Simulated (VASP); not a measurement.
# RbBi3 (P6/mmm) in VASP: a series of runs

Runs on RbBi3. Level: PBE. Tasks: single point, relaxation of cell and atoms.

Everything below comes from runs of VASP 6.6.1. Logs are shortened: lines on timing, memory, paths and dates and some standing lists are left out, and cuts for length are marked.

### Step 1. The cell of the first run

It takes space group P6/mmm (No. 191, hexagonal). Conventional cell: a = 6.860 Å, b = 6.860 Å, c = 3.437 Å, α = 90.00°, β = 90.00°, γ = 120.00°. Within 4.5 Å of Rb (site symmetry 6/mmm) lie 2 Rb at 3.44 Å and 12 Bi at 3.84 Å. Within 4.5 Å of Bi (site symmetry mmm) lie 6 Bi at 3.43 to 3.44 Å and 4 Rb at 3.84 Å.

### Step 2. Single point, PBE

The input, INCAR:

```
ALGO     = Normal         # electronic algorithm
EDIFF    = 1E-7           # SCF threshold, eV
ENCUT    = 520            # plane-wave cutoff, eV
GGA      = PE             # functional
ISIF     = 2              # what is computed and relaxed
ISMEAR   = 0              # smearing method
LASPH    = True           # aspherical terms in the spheres
LCHARG   = True           # write CHGCAR
LELF     = True           # ELF
LREAL    = False          # projectors in reciprocal space
LVHAR    = True         
LWAVE    = False          # write WAVECAR
NBANDS   = 35             # bands
NELM     = 100            # most SCF steps
PREC     = Accurate       # precision mode
SIGMA    = 0.1            # smearing width, eV
```

The input, KPOINTS:

```
k-points
0
Gamma
  12 12 14
```

The input, POSCAR:

```
RbBi3
1.0
    6.8603934555      0.0000000000      0.0000000000
   -3.4301967277      5.9412750124      0.0000000000
    0.0000000000      0.0000000000      3.4370279311
Rb Bi
1 3
Direct
    0.0000000000      0.0000000000      0.5000000000
    0.5000000000      0.0000000000      0.0000000000
    0.5000000000      0.5000000000      0.0000000000
    0.0000000000      0.5000000000      0.0000000000
```

Potentials or basis: VASP PAW PBE potentials, release 64 (Rb_sv, Bi_d).

On the command line:

```bash
> cat potpaw_PBE.64/Rb_sv/POTCAR potpaw_PBE.64/Bi_d/POTCAR > POTCAR
> mpirun -np 1 vasp_std > vasp.out
```

OUTCAR:

```text
EDIFF = 1E-7
   ENCUT = 520
   GGA = PE
   ISIF = 2
   ISMEAR = 0
   LASPH = True
   LREAL = False
   NELM = 100
   PREC = Accurate

 ion  position               nearest neighbor table
   1  0.000  0.000  0.500-   4 3.84   4 3.84   4 3.84   4 3.84   2 3.84   2 3.84   2 3.84   2 3.84
                             3 3.84   3 3.84   3 3.84   3 3.84
   2  0.500  0.000  0.000-   3 3.43   3 3.43   4 3.43   4 3.43   1 3.84   1 3.84   1 3.84   1 3.84

   3  0.500  0.500  0.000-   2 3.43   2 3.43   4 3.43   4 3.43   1 3.84   1 3.84   1 3.84   1 3.84

   4  0.000  0.500  0.000-   3 3.43   3 3.43   2 3.43   2 3.43   1 3.84   1 3.84   1 3.84   1 3.84

  LATTYP: Found a hexagonal cell.
 ALAT       =     6.8603934555
 C/A-ratio  =     0.5009957451

  Lattice vectors:

 A1 = (   6.8603934555,   0.0000000000,   0.0000000000)
 A2 = (  -3.4301967277,   5.9412750124,   0.0000000000)
 A3 = (   0.0000000000,   0.0000000000,   3.4370279311)

Analysis of symmetry for initial positions (statically):
=====================================================================
 Subroutine PRICEL returns:
 Original cell was already a primitive cell.

 Routine SETGRP: Setting up the symmetry group for a
 hexagonal supercell.

 Subroutine GETGRP returns: Found 24 space group operations
 (whereof 24 operations were pure point group operations)
 out of a pool of 24 trial point group operations.

The static configuration has the point symmetry D_6h.

Analysis of symmetry for dynamics (positions and initial velocities):
=====================================================================
 Subroutine PRICEL returns:
 Original cell was already a primitive cell.

 Routine SETGRP: Setting up the symmetry group for a
 hexagonal supercell.

 Subroutine GETGRP returns: Found 24 space group operations
 (whereof 24 operations were pure point group operations)
 out of a pool of 24 trial point group operations.

The dynamic configuration has the point symmetry D_6h.

 Subroutine INISYM returns: Found 24 space group operations
 (whereof 24 operations are pure point group operations),
 and found     1 'primitive' translations

----------------------------------------------------------------------------------------

                                     Primitive cell

[... 86 lines left out ...]
   ISTART =      0    job   : 0-new  1-cont  2-samecut
   ICHARG =      2    charge: 1-file 2-atom 10-const
   ISPIN  =      1    spin polarized calculation?
   LNONCOLLINEAR =      F non collinear calculations
   LSORBIT =      F    spin-orbit coupling
   LASPH  =      T    aspherical Exc in radial PAW
   ENCUT  =  520.0 eV  38.22 Ry    6.18 a.u.  12.76 12.76  6.39*2*pi/ulx,y,z
   NELM   =    100;   NELMIN=  2; NELMDL= -5     # of ELM steps
   EDIFF  = 0.1E-06   stopping-criterion for ELM
   LREAL  =      F    real-space projection
   EDIFFG = 0.1E-05   stopping-criterion for IOM
   NSW    =      0    number of steps for IOM
   IBRION =     -1    ionic relax: 0-MD 1-quasi-New 2-CG
   NFREE  =      0    steps in history (QN), initial steepest desc. (CG)
   ISIF   =      2    stress and relaxation
   ISYM   =      2    0-nonsym 1-usesym 2-fastsym
   POTIM  = 0.5000    time-step for ionic-motion
   TEBEG  =    0.0;   TEEND  =   0.0 temperature during run
   PSTRESS=    0.0 pullay stress
   NELECT =      54.0000    total number of electrons
   NUPDOWN=      -1.0000    fix difference up-down
   EMIN   =  10.00;   EMAX   =-10.00  energy-range for DOS
   EFERMI =   0.00;   METHOD = LEGACY
   ISMEAR =     0;   SIGMA  =   0.10  broadening in eV -4-tet -1-fermi 0-gaus
   EFERMI_NEDOS =   21; number of points for ismear=-14 and -15
   IALGO  =     38    algorithm
   IMIX   =      4    mixing-type and parameters
     AMIX     =   0.40;   BMIX     =  1.00
     AMIX_MAG =   1.60;   BMIX_MAG =  1.00
  volume/ion in A,a.u.               =      35.02       236.35
  Fermi-wavevector in a.u.,A,eV,Ry     =   1.191431  2.251478 19.313571  1.419507
  Thomas-Fermi vector in A             =   2.327493
   LORBIT       =      0    0 simple, 1 ext, 2 COOP (PROOUT), +10 PAW based schemes
   GGA     = PE    functional components
   LHFCALC =     F    Hartree Fock is set to
   AEXX    =    0.0000 exact exchange contribution
   IVDW    =     0    specifies the selected vdW correction
   LEPSILON=     F    determine dielectric tensor
   LRPA    =     F    only Hartree local field effects (RPA)
 non-spin polarized calculation
 Gauss-broadening in eV      SIGMA  =   0.10
  energy-cutoff  :      520.00
  volume of cell :      140.09
 maximum number of plane-waves:      3805
 NGX is ok and might be reduce to    54
   NGX = 25   NGY = 25   NGZ = 13

 number of electron      53.9999982 magnetization

 Free energy of the ion-electron system (eV)
  ---------------------------------------------------
  ext. energy  EPLUGINS =         0.00000000
  ---------------------------------------------------
  free energy    TOTEN  =       -13.27176311 eV

  energy without entropy =      -13.26054412  energy(sigma->0) =      -13.26615361

 E-fermi :   5.2129     XC(G=0):  -9.3225

 val. band max:        5.2075347016   @ k =   0.4167   0.1667   0.1429
 cond. band min:       5.2152569869   @ k =   0.2500   0.2500   0.4286
 fundamental gap:      0.0077222853
 Fermi energy:         5.2128530001

 k-point     1 :       0.0000    0.0000    0.0000
  band No.  band energies     occupation
      1     -22.3295      2.00000
      2     -17.4979      2.00000
      3     -17.4384      2.00000
      4     -17.4384      2.00000
      5     -17.3578      2.00000
      6     -17.3493      2.00000
[... 901 lines left out ...]
     34      10.5059      0.00000
     35      12.3391      0.00000

 [... further k-points ...]
[... 5 lines left out ...]
  --------------------------------------------------------------------------------------
  -------------------------------------------------------------------------------------
  Total       -0.0214277     -0.0214277     -0.0114423     -0.0000000      0.0000000     -0.0000000
  in kB       -0.2450616     -0.2450616     -0.1308610     -0.0000000      0.0000000     -0.0000000
  external PRESSURE =      -0.2069948 kB  Pullay stress =       0.0000000 kB

 VOLUME and BASIS-vectors are now :
 -----------------------------------------------------------------------------
  energy-cutoff  :      520.00
  volume of cell :      140.09
      direct lattice vectors                 reciprocal lattice vectors
     6.860393455  0.000000000  0.000000000     0.145764234  0.084157020  0.000000000
    -3.430196728  5.941275012  0.000000000     0.000000000  0.168314040  0.000000000
     0.000000000  0.000000000  3.437027931     0.000000000  0.000000000  0.290949047

 POSITION                                       TOTAL-FORCE (eV/Angst)
 -----------------------------------------------------------------------------------
      0.00000      0.00000      1.71851         0.000000      0.000000      0.000000
      3.43020      0.00000      0.00000         0.000000      0.000000      0.000000
      1.71510      2.97064      0.00000         0.000000      0.000000      0.000000
     -1.71510      2.97064      0.00000        -0.000000      0.000000      0.000000
 -----------------------------------------------------------------------------------
    total drift:                                0.000000     -0.000000      0.000000

  FREE ENERGIE OF THE ION-ELECTRON SYSTEM (eV)
  ---------------------------------------------------
  free  energy   TOTEN  =       -13.2717631091 eV

  energy  without entropy=      -13.2605441178  energy(sigma->0) =      -13.26615361
```

Run time: 11 min. Hardware: 1 thread of Intel Xeon Platinum 8259CL at 2.50GHz (Skylake/Cascade Lake), shared host; peak memory 0.69 GiB.

Results:

* Free energy: -13.2718 eV
* Pressure: 0.0 GPa
* Band gap on the k mesh: zero (band 27 reaches 7.46 eV, above the bottom of band 28 at 3.25 eV)

Caveat: spin-orbit coupling is left out, which moves the levels of the heavy elements.

### Step 3. Single point, PBE

This run uses another cell than the first one, of 34.87 Å³/atom, 0.996 times its volume.

The input, INCAR:

```
  PREC = Accurate
  ENCUT = 520
  EDIFF = 1E-6
  ISMEAR = 0
  SIGMA = 0.1
  LREAL = F
  LASPH = T
  NELM = 100
  ALGO = Normal
  ISIF = 2
  LWAVE = F
  LCHARG = F
  GGA = PE
  NBANDS = 35
```

The input, KPOINTS:

```
Automatic mesh
0
Gamma
  3 3 6
```

The input, POSCAR:

```
RbBi3
1.0
    6.7453189077      0.0000000031      0.0000000000
   -3.3726594565      5.8416175291      0.0000000000
    0.0000000000      0.0000000000      3.5401028778
Rb Bi
1 3
Direct
    0.0000000000      0.0000000000      0.5000000000
    0.5000000000      0.0000000000      0.0000000000
    0.5000000000      0.5000000000      0.0000000000
    0.0000000000      0.5000000000      0.0000000000
```

Potentials or basis: VASP PAW PBE potentials, release 64 (Rb_sv, Bi_d).

On the command line:

```bash
> cat potpaw_PBE.64/Rb_sv/POTCAR potpaw_PBE.64/Bi_d/POTCAR > POTCAR
> mpirun -np 1 vasp_std > vasp.out
```

Wall time 43 s (1 thread of Intel Xeon Platinum 8259CL at 2.50GHz (Skylake/Cascade Lake), shared host); peak memory 0.26 GiB.

The run converged. Its results:

```yaml
Free_energy: -13.2725 eV
Pressure: 0.1 GPa
Band_gap_on_the_k_mesh: zero (band 27 reaches 7.24 eV, above the bottom of band 28 at 3.40 eV)
```

Stress tensor (GPa, compression positive):
```
0.09 0.00 0.00
0.00 0.09 0.00
0.00 0.00 0.25
```

Levels at points of the mesh, in eV from the Fermi level:
```csv
k point,band 24,band 25,band 26,band 27,band 28,band 29,band 30,band 31
"(0.00, 0.00, 0.00)",-3.12,-3.12,1.30,1.59,2.02,3.42,3.42,3.80
"(0.00, 0.00, 0.50)",-3.81,-2.58,-2.58,-2.24,-2.24,2.67,3.34,4.03
```

Caveat: spin-orbit coupling is left out, which moves the levels of the heavy elements.

### Step 4. Relaxation of cell and atoms, PBE

This run uses another cell than the first one, of 26.74 Å³/atom, 0.764 times its volume.

The input, INCAR:

```
PREC = Accurate
ENCUT = 600
EDIFF = 1E-6
ISMEAR = 0
SIGMA = 0.1
LREAL = False
LASPH = True
NELM = 100
ALGO = Normal
ISIF = 3
LWAVE = False
LCHARG = False
GGA = PE
IBRION = 2
NSW = 90
EDIFFG = -0.04
```

KPOINTS is that of step 3.

The input, POSCAR:

```
RbBi3
1.0
    6.2203891100      0.0000000000      0.0000000000
   -3.1101945600      5.3870149900      0.0000000000
    0.0000000000      0.0000000000      3.1924108900
Rb Bi
1 3
Direct
    0.0000000000      0.0000000000      0.5000000000
    0.5000000000      0.0000000000      0.0000000000
    0.5000000000      0.5000000000      0.0000000000
    0.0000000000      0.5000000000      0.0000000000
```

On the command line:

```bash
> cat potpaw_PBE.64/Rb_sv/POTCAR potpaw_PBE.64/Bi_d/POTCAR > POTCAR
> mpirun -np 1 vasp_std > vasp.out
```

Run time: 3.2 min. Hardware: 1 thread of Intel Xeon Platinum 8259CL at 2.50GHz (Skylake/Cascade Lake), shared host; peak memory 0.27 GiB.

Results (log left out):

| Property | Result |
| --- | --- |
| Free energy | -13.2627 eV |
| Relaxed volume | 35.06 Å³/atom |
| Relaxed cell | a = 6.758 Å, b = 6.758 Å, c = 3.546 Å, α = 90.00°, β = 90.00°, γ = 120.00° |
| Space group after relaxing (to 0.05 Å) | P6/mmm (No. 191) |
| Energy gained by relaxing | 348.3 meV/atom |
| Ionic steps | 5 |
| Pressure after relaxing | 0.0 GPa |
| Band gap on the k mesh | zero (band 27 reaches 7.18 eV, above the bottom of band 28 at 3.36 eV) |

Stress tensor (GPa, compression positive):
```
-0.10  0.00  0.00
 0.00 -0.10  0.00
 0.00  0.00  0.12
```

The path:
```csv
step,energy change (eV),largest force (eV/Å),pressure (GPa),volume (Å³)
1,0.0000,0.0000,17.40,106.98
2,-1.1847,0.0000,-3.14,158.52
3,-1.3867,0.0000,0.16,139.28
4,-1.3871,0.0000,-0.09,140.24
5,-1.3934,0.0000,-0.03,140.24
```

Final structure:
```
Rb Bi
1.0
     6.75822    0.00000    0.00000
    -3.37911    5.85279    0.00000
     0.00000    0.00000    3.54556
Rb Bi
1 3
Direct
  0.00000 0.00000 0.50000
  0.50000 0.00000 0.00000
  0.50000 0.50000 0.00000
  0.00000 0.50000 0.00000
```

Levels at points of the mesh, in eV from the Fermi level:
| k point | band 24 | band 25 | band 26 | band 27 | band 28 | band 29 | band 30 | band 31 |
| --- | --- | --- | --- | --- | --- | --- | --- | --- |
| (0.00, 0.00, 0.00) | -3.10 | -3.10 | 1.31 | 1.59 | 2.01 | 3.39 | 3.39 | 3.78 |
| (0.00, 0.00, 0.50) | -3.78 | -2.56 | -2.56 | -2.23 | -2.23 | 2.68 | 3.31 | 4.01 |

Caveat: the k points lie up to 0.36 Å⁻¹ apart in the final cell; the volume moved by over 15 % at a fixed basis, so the end points are rough; spin-orbit coupling is left out, which moves the levels of the heavy elements.

### Step 5. Single point, PBE

This run uses another cell than the first one, of 26.74 Å³/atom, 0.764 times its volume.

The input, INCAR:

```
SYSTEM = RbBi3
  ALGO = Normal
  EDIFF = 1E-6
  ENCUT = 520
  GGA = PE
  ISIF = 2
  ISMEAR = 0
  LASPH = .TRUE.
  LCHARG = .FALSE.
  LREAL = .FALSE.
  LWAVE = .FALSE.
  NBANDS = 35
  NELM = 60
  PREC = Accurate
  SIGMA = 0.1
```

The input, KPOINTS:

```
k-points
0
G
  3 3 6
  0 0 0
```

POSCAR is that of step 4.

On the command line:

```bash
> cat potpaw_PBE.64/Rb_sv/POTCAR potpaw_PBE.64/Bi_d/POTCAR > POTCAR
> mpirun -np 1 vasp_std > vasp.out
```

It took 70 s on 1 thread of Intel Xeon 8259CL, shared host; peak memory 0.23 GiB.

Results (log left out):

```
Free energy            : -11.8691 eV
Pressure               : 17.4 GPa
Band gap on the k mesh : zero (band 27 reaches 11.04 eV, above the bottom of band 28 at 5.35 eV)
```

Stress tensor (GPa, compression positive):
```
16.80  0.00  0.00
 0.00 16.80  0.00
 0.00  0.00 18.45
```

Levels at points of the mesh, in eV from the Fermi level:
```
           k point  band 25  band 26  band 27  band 28  band 29  band 30
(0.00, 0.00, 0.00)    -3.74     1.51     2.50     2.54     4.35     4.36
(0.00, 0.00, 0.50)    -3.37    -3.37    -3.19    -3.19     2.18     4.54
```

Caveat: the k points lie up to 0.39 Å⁻¹ apart; spin-orbit coupling is left out, which moves the levels of the heavy elements.

### Step 6. Summary

```csv
task,cell,k mesh,cutoff (eV),gap on the mesh (eV),pressure (GPa)
single point,"a = 6.860, b = 6.860, c = 3.437 Å, angles 90.0, 90.0, 120.0°, 4 atoms",12 × 12 × 14,520,none,0.0
single point,"a = 6.745, b = 6.745, c = 3.540 Å, angles 90.0, 90.0, 120.0°, 4 atoms",3 × 3 × 6,520,none,0.1
relaxation of cell and atoms,"relaxed from a = 6.220, b = 6.220, c = 3.192 Å, angles 90.0, 90.0, 120.0°, 4 atoms",3 × 3 × 6,600,none,0.0
single point,"a = 6.220, b = 6.220, c = 3.192 Å, angles 90.0, 90.0, 120.0°, 4 atoms",3 × 3 × 6,520,none,17.4
```

Alike in all rows: level PBE; potentials or basis VASP PAW PBE potentials, release 64 (Rb_sv, Bi_d); no spin polarisation; smearing gaussian 0.1 eV.

Caveats: some runs use coarse meshes; spin-orbit coupling is left out, which moves the levels of the heavy elements; the volume moved by over 15 % at a fixed basis, so the end points are rough (some runs).

Absolute energies hang on the potentials; compare differences alone.
